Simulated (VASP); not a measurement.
# TiAl (Cmmm) in VASP: further runs

The runs below take TiAl through single point, with r2SCAN.

Program: VASP 6.6.1. These are calculated values, not measurements. Logs are shortened: lines on timing, memory, paths and dates and some standing lists are left out, and cuts for length are marked.

**1. The cell of the first run**

It takes space group Cmmm (No. 65, orthorhombic). The conventional cell has a = 4.361 Å, b = 4.631 Å, c = 3.179 Å, α = 90.00°, β = 90.00°, γ = 90.00°. Within 3.6 Å of Ti (site symmetry mmm) lie 8 Al at 2.70 to 2.81 Å and 6 Ti at 3.18 Å. Al (site symmetry mmm) has 8 Ti at 2.70 to 2.81 Å and 6 Al at 3.18 Å within 3.6 Å.

**2. Single point, r2SCAN (strain -0.0600 x Voigt [0, 0, 0, 0, 0, 1])**

POSCAR reads:

```
TiAl
1.0
    3.1790640000     -0.0953719200      0.0000000000
   -0.0953719200      3.1790640000      0.0000000000
    0.0000000000      0.0000000000      3.1790640000
Ti Al
1 1
Direct
    0.0000000000      0.0000000000      0.0000000000
    0.5000000000      0.5000000000      0.5000000000
```

INCAR.step1 reads:

```
ALGO = Normal ; EDIFF = 1E-4
ENCUT = 520 ; GGA = PE
ISMEAR = 0 ; LASPH = T
LCHARG = F ; LREAL = F
LWAVE = T ; NBANDS = 14
NELM = 60 ; PREC = Accurate
SIGMA = 0.15
```

INCAR.step2 reads:

```
ALGO = Normal ; EDIFF = 1E-6
ENCUT = 520 ; ISIF = 2
ISMEAR = 0 ; ISTART = 1
LASPH = T ; LCHARG = T
LELF = T ; LMIXTAU = T
LREAL = F ; LVHAR = T
LWAVE = F ; METAGGA = R2SCAN
NBANDS = 14 ; NELM = 60
PREC = Accurate ; SIGMA = 0.15
```

KPOINTS reads:

```
k-points
0
Gamma
  16 16 16
```

Potentials or basis: VASP PAW PBE potentials, release 64 (Ti_sv, Al).

Started as:

```console
$ cat potpaw_PBE.64/Ti_sv/POTCAR potpaw_PBE.64/Al/POTCAR > POTCAR
$ cp INCAR.step1 INCAR
$ mpirun -np 1 vasp_std > vasp.out
$ cp INCAR.step2 INCAR
$ mpirun -np 1 vasp_std > vasp.out
```

OUTCAR:

```text
EDIFF = 1E-6
   ENCUT = 520
   ISIF = 2
   ISMEAR = 0
   ISTART = 1
   LASPH = T
   LREAL = F
   METAGGA = R2SCAN
   NELM = 60
   PREC = Accurate

 ion  position               nearest neighbor table
   1  0.000  0.000  0.000-   2 2.70   2 2.70   2 2.70   2 2.70   2 2.81   2 2.81   2 2.81   2 2.81

   2  0.500  0.500  0.500-   1 2.70   1 2.70   1 2.70   1 2.70   1 2.81   1 2.81   1 2.81   1 2.81

  LATTYP: Found a base centered orthorhombic cell.
 ALAT       =     4.3609991617
 B/A-ratio  =     1.0618556701
 C/A-ratio  =     0.7289760631

  Lattice vectors:

 A1 = (   3.1790640000,  -0.0953719200,   0.0000000000)
 A2 = (  -0.0953719200,   3.1790640000,   0.0000000000)
 A3 = (   0.0000000000,   0.0000000000,   3.1790640000)

Analysis of symmetry for initial positions (statically):
=====================================================================
 Subroutine PRICEL returns:
 Original cell was already a primitive cell.

 Routine SETGRP: Setting up the symmetry group for a
 base centered orthorhombic supercell.

 Subroutine GETGRP returns: Found  8 space group operations
 (whereof  8 operations were pure point group operations)
 out of a pool of  8 trial point group operations.

The static configuration has the point symmetry D_2h.

Analysis of symmetry for dynamics (positions and initial velocities):
=====================================================================
 Subroutine PRICEL returns:
 Original cell was already a primitive cell.

 Routine SETGRP: Setting up the symmetry group for a
 base centered orthorhombic supercell.

 Subroutine GETGRP returns: Found  8 space group operations
 (whereof  8 operations were pure point group operations)
 out of a pool of  8 trial point group operations.

The dynamic configuration has the point symmetry D_2h.

 Subroutine INISYM returns: Found  8 space group operations
 (whereof  8 operations are pure point group operations),
 and found     1 'primitive' translations

----------------------------------------------------------------------------------------

                                     Primitive cell

  volume of cell :      32.1001

  direct lattice vectors                    reciprocal lattice vectors
     3.179064000 -0.095371920  0.000000000     0.314841353  0.009445241  0.000000000
    -0.095371920  3.179064000  0.000000000     0.009445241  0.314841353  0.000000000
     0.000000000  0.000000000  3.179064000     0.000000000  0.000000000  0.314557996

  length of vectors
     3.180494257  3.180494257  3.179064000     0.314983000  0.314983000  0.314557996

  position of ions in fractional coordinates (direct lattice)
     0.000000000  0.000000000  0.000000000
     0.500000000  0.500000000  0.500000000

  ion indices of the primitive-cell ions
   primitive index   ion index
                 1           1
                 2           2

----------------------------------------------------------------------------------------

 KPOINTS: k-points

Automatic generation of k-mesh.
 Grid dimensions read from file:
 generate k-points for:   16   16   16

 Generating k-lattice:

  Cartesian coordinates                     Fractional coordinates (reciprocal lattice)
     0.019677585  0.000590328  0.000000000     0.062500000 -0.000000000  0.000000000
     0.000590328  0.019677585  0.000000000    -0.000000000  0.062500000  0.000000000
     0.000000000  0.000000000  0.019659875     0.000000000  0.000000000  0.062500000

  Length of vectors
     0.019686437  0.019686437  0.019659875

  Shift w.r.t. Gamma in fractional coordinates (k-lattice)
     0.000000000  0.000000000  0.000000000

 Subroutine IBZKPT returns following result:
 ===========================================

 Found    657 irreducible k-points:

 Following reciprocal coordinates:
            Coordinates               Weight
  0.000000  0.000000  0.000000      1.000000
  0.062500 -0.000000  0.000000      4.000000
  0.125000 -0.000000  0.000000      4.000000
  0.187500 -0.000000  0.000000      4.000000
  0.250000 -0.000000  0.000000      4.000000
  0.312500 -0.000000  0.000000      4.000000
[... 16 lines left out ...]
 -0.125000  0.062500  0.000000      4.000000
 -0.062500  0.062500  0.000000      2.000000
 [... further k-points ...]
   k-points           NKPTS =    657   k-points in BZ     NKDIM =    657   number of bands    NBANDS=     14
   number of dos      NEDOS =    301   number of ions     NIONS =      2
   total plane-waves  NPLWV =  13824
   dimension x,y,z NGX =    24 NGY =   24 NGZ =   24
   dimension x,y,z NGXF=    48 NGYF=   48 NGZF=   48
   ions per type =               1   1
   NGX,Y,Z   is equivalent  to a cutoff of  12.54, 12.54, 12.55 a.u.
   NGXF,Y,Z  is equivalent  to a cutoff of  25.09, 25.09, 25.10 a.u.
 SYSTEM =  unknown system
   PREC   = accura    normal or accurate (medium, high low for compatibility)
   ISTART =      1    job   : 0-new  1-cont  2-samecut
   ICHARG =      0    charge: 1-file 2-atom 10-const
   ISPIN  =      1    spin polarized calculation?
   LNONCOLLINEAR =      F non collinear calculations
   LSORBIT =      F    spin-orbit coupling
   LASPH  =      T    aspherical Exc in radial PAW
   ENCUT  =  520.0 eV  38.22 Ry    6.18 a.u.   5.91  5.91  5.91*2*pi/ulx,y,z
   NELM   =     60;   NELMIN=  2; NELMDL=  0     # of ELM steps
   EDIFF  = 0.1E-05   stopping-criterion for ELM
   LREAL  =      F    real-space projection
   EDIFFG = 0.1E-04   stopping-criterion for IOM
   NSW    =      0    number of steps for IOM
   IBRION =     -1    ionic relax: 0-MD 1-quasi-New 2-CG
   NFREE  =      0    steps in history (QN), initial steepest desc. (CG)
   ISIF   =      2    stress and relaxation
   ISYM   =      2    0-nonsym 1-usesym 2-fastsym
   POTIM  = 0.5000    time-step for ionic-motion
   TEBEG  =    0.0;   TEEND  =   0.0 temperature during run
   PSTRESS=    0.0 pullay stress
   NELECT =      15.0000    total number of electrons
   NUPDOWN=      -1.0000    fix difference up-down
   EMIN   =  10.00;   EMAX   =-10.00  energy-range for DOS
   EFERMI =   0.00;   METHOD = LEGACY
   ISMEAR =     0;   SIGMA  =   0.15  broadening in eV -4-tet -1-fermi 0-gaus
   EFERMI_NEDOS =   21; number of points for ismear=-14 and -15
   IALGO  =     38    algorithm
   IMIX   =      4    mixing-type and parameters
     AMIX     =   0.40;   BMIX     =  1.00
     AMIX_MAG =   1.60;   BMIX_MAG =  1.00
  volume/ion in A,a.u.               =      16.05       108.31
  Fermi-wavevector in a.u.,A,eV,Ry     =   1.270388  2.400685 21.958242  1.613885
  Thomas-Fermi vector in A             =   2.403378
   LORBIT       =      0    0 simple, 1 ext, 2 COOP (PROOUT), +10 PAW based schemes
   METAGGA = R2SCAN    functional components
   LHFCALC =     F    Hartree Fock is set to
   AEXX    =    0.0000 exact exchange contribution
   IVDW    =     0    specifies the selected vdW correction
   LEPSILON=     F    determine dielectric tensor
   LRPA    =     F    only Hartree local field effects (RPA)
 non-spin polarized calculation
 Gauss-broadening in eV      SIGMA  =   0.15
  energy-cutoff  :      520.00
  volume of cell :       32.10
 maximum number of plane-waves:       886
   NGX = 11   NGY = 11   NGZ = 11

 number of electron      14.9999991 magnetization

 Free energy of the ion-electron system (eV)
  ---------------------------------------------------
  ext. energy  EPLUGINS =         0.00000000
  ---------------------------------------------------
  free energy    TOTEN  =       -20.29359526 eV

  energy without entropy =      -20.27034142  energy(sigma->0) =      -20.28196834

 E-fermi :   8.8071     XC(G=0): -11.9038

 val. band max:        8.8069138577   @ k =   0.3125   0.0625   0.2500
 cond. band min:       8.8096095159   @ k =   0.0625  -0.0000   0.5000
 fundamental gap:      0.0026956581
 Fermi energy:         8.8071090010

 k-point     1 :       0.0000    0.0000    0.0000
  band No.  band energies     occupation
      1     -50.4466      2.00000
      2     -25.6321      2.00000
      3     -25.6006      2.00000
      4     -25.5722      2.00000
      5      -1.0231      2.00000
      6       7.2126      2.00000
      7       7.2385      2.00000
      8      10.7042      0.00000
      9      10.8349      0.00000
     10      11.0342      0.00000
     11      13.3893      0.00000
     12      13.4599      0.00000
     13      13.6014      0.00000
     14      17.9386      0.00000

 k-point     2 :       0.0625   -0.0000    0.0000
  band No.  band energies     occupation
      1     -50.4460      2.00000
      2     -25.6354      2.00000
      3     -25.6000      2.00000
      4     -25.5753      2.00000
      5      -0.9573      2.00000
      6       7.1943      2.00000
      7       7.2511      2.00000
      8      10.6345      0.00000
      9      10.7177      0.00000
     10      10.9892      0.00000
     11      13.1731      0.00000
     12      13.6301      0.00000
     13      13.6934      0.00000
     14      17.8534      0.00000

 k-point     3 :       0.1250   -0.0000    0.0000
  band No.  band energies     occupation
      1     -50.4443      2.00000
      2     -25.6475      2.00000
      3     -25.5983      2.00000
      4     -25.5817      2.00000
      5      -0.7613      2.00000
      6       7.0603      2.00000
      7       7.3365      2.00000
      8      10.4002      0.00000
      9      10.4376      0.00000
     10      10.9538      0.00000
     11      12.5796      0.00000
     12      14.0672      0.00000
     13      14.1044      0.00000
     14      17.6043      0.00000
[... 324 lines left out ...]
 k-point    23 :      -0.1250    0.0625    0.0000
  band No.  band energies     occupation
      1     -50.4437      2.00000
      2     -25.6479      2.00000
      3     -25.5977      2.00000
      4     -25.5871      2.00000
      5      -0.7139      2.00000
      6       7.1174      2.00000
      7       7.3318      2.00000
      8      10.2213      0.00000
      9      10.4663      0.00000
     10      10.8091      0.00000
     11      12.7251      0.00000
     12      13.9386      0.00000
     13      14.1757      0.00000
     14      17.7868      0.00000

 k-point    24 :      -0.0625    0.0625    0.0000
  band No.  band energies     occupation
      1     -50.4454      2.00000
      2     -25.6377      2.00000
      3     -25.5994      2.00000
      4     -25.5792      2.00000
      5      -0.9005      2.00000
      6       7.2266      2.00000
      7       7.2403      2.00000
      8      10.5436      0.00000
      9      10.6608      0.00000
     10      10.8633      0.00000
     11      13.1983      0.00000
     12      13.6212      0.00000
     13      13.7728      0.00000
     14      17.9584      0.00000

 [... further k-points ...]

------------------------ aborting loop because EDIFF is reached ----------------------------------------

  FORCE on cell =-STRESS in cart. coord.  units (eV):
  Direction    XX          YY          ZZ          XY          YZ          ZX
  --------------------------------------------------------------------------------------
  -------------------------------------------------------------------------------------
  Total       -0.0814313     -0.0814313      0.0302699      0.9578034      0.0000000      0.0000000
  in kB       -4.0643901     -4.0643901      1.5108293     47.8057555      0.0000000      0.0000000
  external PRESSURE =      -2.2059836 kB  Pullay stress =       0.0000000 kB

 VOLUME and BASIS-vectors are now :
 -----------------------------------------------------------------------------
  energy-cutoff  :      520.00
  volume of cell :       32.10
      direct lattice vectors                 reciprocal lattice vectors
     3.179064000 -0.095371920  0.000000000     0.314841353  0.009445241  0.000000000
    -0.095371920  3.179064000  0.000000000     0.009445241  0.314841353  0.000000000
     0.000000000  0.000000000  3.179064000     0.000000000  0.000000000  0.314557996

 POSITION                                       TOTAL-FORCE (eV/Angst)
 -----------------------------------------------------------------------------------
      0.00000      0.00000      0.00000        -0.000000      0.000000      0.000000
      1.54185      1.54185      1.58953         0.000000      0.000000      0.000000
 -----------------------------------------------------------------------------------
    total drift:                                0.000000      0.000000      0.000000

  FREE ENERGIE OF THE ION-ELECTRON SYSTEM (eV)
  ---------------------------------------------------
  free  energy   TOTEN  =       -20.2935952635 eV

  energy  without entropy=      -20.2703414196  energy(sigma->0) =      -20.28196834
```

It took 15 min on 1 thread of Oxide Virtual Turin-like, shared host; peak memory 0.37 GiB.

What came out:

* Free energy: -20.2936 eV
* Pressure: -0.2 GPa

Stress tensor (GPa, compression positive):
```
-0.41  4.78  0.00
 4.78 -0.41  0.00
 0.00  0.00  0.15
```

Caveat: the cell differs from its parent crystal (strain -0.0600 x Voigt [0, 0, 0, 0, 0, 1]); the PAW data sets were made with another functional, which shifts forces and pressure a little.

**3. Single point, r2SCAN (strain +0.0450 x Voigt [0, 0, 0, 0, 0, 1])**

POSCAR reads:

```
TiAl
1.0
    3.1790640000      0.0715289400      0.0000000000
    0.0715289400      3.1790640000      0.0000000000
    0.0000000000      0.0000000000      3.1790640000
Ti Al
1 1
Direct
    0.0000000000      0.0000000000      0.0000000000
    0.5000000000      0.5000000000      0.5000000000
```

INCAR.step1 reads:

```
PREC = Accurate
ENCUT = 520
ISMEAR = 0
SIGMA = 0.15
LREAL = False
LASPH = True
NELM = 80
NBANDS = 14
GGA = PE
ALGO = Normal
EDIFF = 1E-4
LWAVE = True
LCHARG = False
```

INCAR.step2 reads:

```
PREC = Accurate
ENCUT = 520
EDIFF = 1E-6
ISMEAR = 0
SIGMA = 0.15
LREAL = False
LASPH = True
NELM = 80
ALGO = Normal
ISIF = 2
LWAVE = False
LCHARG = True
METAGGA = R2SCAN
LMIXTAU = True
LELF = True
LVHAR = True
NBANDS = 14
ISTART = 1
```

KPOINTS reads:

```
Automatic mesh
0
Gamma
  16 16 16
```

Potentials or basis: VASP PAW PBE potentials, release 64 (Ti_sv, Al).

Started as:

```console
$ cat potpaw_PBE.64/Ti_sv/POTCAR potpaw_PBE.64/Al/POTCAR > POTCAR
$ cp INCAR.step1 INCAR
$ mpirun -np 1 vasp_std > vasp.out
$ cp INCAR.step2 INCAR
$ mpirun -np 1 vasp_std > vasp.out
```

It took 14 min on 1 thread of Oxide Virtual Turin-like, shared host; peak memory 0.37 GiB.

The run converged. Its results:

```yaml
Free_energy: -20.3061 eV
Pressure: -0.4 GPa
```

Stress tensor (GPa, compression positive):
```
-0.55 -3.53  0.00
-3.53 -0.55  0.00
 0.00  0.00 -0.21
```

Levels at points of the mesh, in eV from the Fermi level:
```
           k point  band 3  band 4  band 5  band 6  band 7  band 8  band 9  band 10  band 11  band 12
(0.00, 0.00, 0.00)  -34.42  -34.40   -9.85   -1.61   -1.59    1.93    2.03     2.18     4.58     4.64
(0.50, 0.00, 0.00)  -34.41  -34.40   -6.42   -5.58   -0.67    0.28    0.33     2.27     3.12     6.66
(0.50, 0.50, 0.00)  -34.56  -34.39   -5.23   -2.66   -2.10   -1.61    0.84     0.93     2.83     4.84
(0.00, 0.00, 0.50)  -34.43  -34.38   -6.43   -5.58   -0.63    0.10    0.50     2.25     3.12     6.71
(0.50, 0.00, 0.50)  -34.58  -34.39   -5.22   -2.39   -2.39   -1.61    0.88     0.90     2.84     4.96
(0.50, 0.50, 0.50)  -34.56  -34.54   -3.34   -3.26   -3.17    0.87    2.57     2.90     2.90     2.97
```

Caveat: the cell differs from its parent crystal (strain +0.0450 x Voigt [0, 0, 0, 0, 0, 1]); the PAW data sets were made with another functional, which shifts forces and pressure a little.
